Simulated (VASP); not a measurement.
Write the native input for VASP 6.6.1 that does the following.

```
Task                   : relaxation of cell and atoms
Functional             : r2SCAN
Potentials or basis    : VASP PAW PBE potentials, release 64 (Cu, Sn_d, Sb)
Cutoff                 : 660 eV
k mesh                 : 8 × 8 × 4
Occupations            : fermi-dirac, width 0.1172 eV
Spin                   : no spin polarisation
Dipole correction      : no
Further INCAR settings : ALGO = Normal; EDIFF = 1e-07; IBRION = 2; EDIFFG = -0.01; NSW = 100; ISIF = 3
```

CuSn2Sb3:

```
Cu Sn Sb
1.0
     4.12735    0.00000    0.00000
     0.00000    4.12735    0.00000
     0.00000    0.00000    9.10973
Cu Sn Sb
1 2 3
Direct
  0.00000 0.00000 0.00000
  0.00000 0.50000 0.73650
  0.50000 0.00000 0.26350
  0.50000 0.50000 0.00000
  0.00000 0.50000 0.38350
  0.50000 0.00000 0.61650
```

The input as run:

POSCAR

```
CuSn2Sb3
1.0
    4.1273510000      0.0000000000      0.0000000000
    0.0000000000      4.1273510000      0.0000000000
    0.0000000000      0.0000000000      9.1097300000
Cu Sn Sb
1 2 3
Direct
    0.0000000000      0.0000000000      0.0000000000
    0.0000000000      0.5000000000      0.7365000000
    0.5000000000      0.0000000000      0.2635000000
    0.5000000000      0.5000000000      0.0000000000
    0.0000000000      0.5000000000      0.3835000000
    0.5000000000      0.0000000000      0.6165000000
```

INCAR.step1

```
ALGO = Normal ; EDIFF = 1E-5
EDIFFG = -0.005 ; ENCUT = 660
GGA = PE ; GGA_COMPAT = False
IBRION = 2 ; ISIF = 3
ISMEAR = -1 ; KPAR = 4
LASPH = True ; LCHARG = False
LREAL = False ; LWAVE = True
NELM = 120 ; NELMIN = 4
NSW = 100 ; PREC = Accurate
SIGMA = 0.1172
```

INCAR.step2

```
ALGO = Normal ; EDIFF = 1E-7
EDIFFG = -0.01 ; ENCUT = 660
GGA_COMPAT = False ; IBRION = 2
ISIF = 3 ; ISMEAR = -1
ISTART = 1 ; KPAR = 4
LASPH = True ; LCHARG = False
LMIXTAU = True ; LREAL = False
LWAVE = False ; METAGGA = R2SCAN
NELM = 120 ; NELMIN = 4
NSW = 100 ; PREC = Accurate
SIGMA = 0.1172
```

KPOINTS

```
k-points
0
Gamma
  8 8 4
```

Potentials or basis: VASP PAW PBE potentials, release 64 (Cu, Sn_d, Sb).

The run is started by

```console
$ cat potpaw_PBE.64/Cu/POTCAR potpaw_PBE.64/Sn_d/POTCAR potpaw_PBE.64/Sb/POTCAR > POTCAR
$ cp INCAR.step1 INCAR
$ mpirun -np 4 vasp_std > vasp.out
$ cp INCAR.step2 INCAR
$ mpirun -np 4 vasp_std > vasp.out
```

It gave:

* Relaxed volume: 26.05 Å³/atom
* Relaxed cell: a = 3.905 Å, b = 3.905 Å, c = 10.254 Å, α = 90.00°, β = 90.00°, γ = 90.00°
* Space group after relaxing (to 0.1 Å): P-4m2 (No. 115)
* Energy gained by relaxing: 81.5 meV/atom
* Ionic steps: 32
* Pressure after relaxing: 0.0 GPa
* Largest force after relaxing: 0.004 eV/Å
* Band gap on the k mesh: zero (bands 27 and 28 overlap by 2.50 eV)

Caveat: the PAW data sets were made with another functional, which shifts forces and pressure a little; spin-orbit coupling is left out, which moves the levels of the heavy elements.

Run time: 83 min on 4 MPI ranks on Intel(R) Xeon(R) 6975P-C (Granite Rapids), with other jobs on the host, peak memory 0.61 GiB a rank.
